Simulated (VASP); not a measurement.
Runs of VASP 6.6.1 on W. The structure is that of space group Im-3m (No. 229), or close to it. The cells are those of the table. 

| task | cell | gap on the mesh (eV) | pressure (GPa) |
| --- | --- | --- | --- |
| relaxation of cell and atoms | relaxed to 88 GPa from a = 2.572 Å, angles 109.5°, 1 atom | none | 88.0 |
| single point | a = 2.566 Å, angles 109.5°, 1 atom | none | 90.8 |
| single point | a = 2.567 Å, angles 109.5°, 1 atom | none | (a) |
| relaxation of cell and atoms | relaxed to 88 GPa from a = 2.567 Å, angles 109.5°, 1 atom | none | 88.0 |

Alike in all rows: level PBEsol; potentials or basis VASP PAW PBE potentials, release 64 (W_sv); no spin polarisation; k mesh 18 × 18 × 18; cutoff (eV) 500; smearing fermi-dirac 0.1 eV.

Task: Estimate the missing entries.

Result: (a) 90.4.

Caveats: the PAW data sets were made with another functional, which shifts forces and pressure a little; spin-orbit coupling is left out, which moves the levels of the heavy elements; the cell is relaxed towards a set pressure, so the enthalpy falls and the energy may rise (some runs).

A k mesh can miss the band edges, and the runs leave out spin-orbit coupling on W.

A gap of «none» marks levels without a gap at the run's occupations.
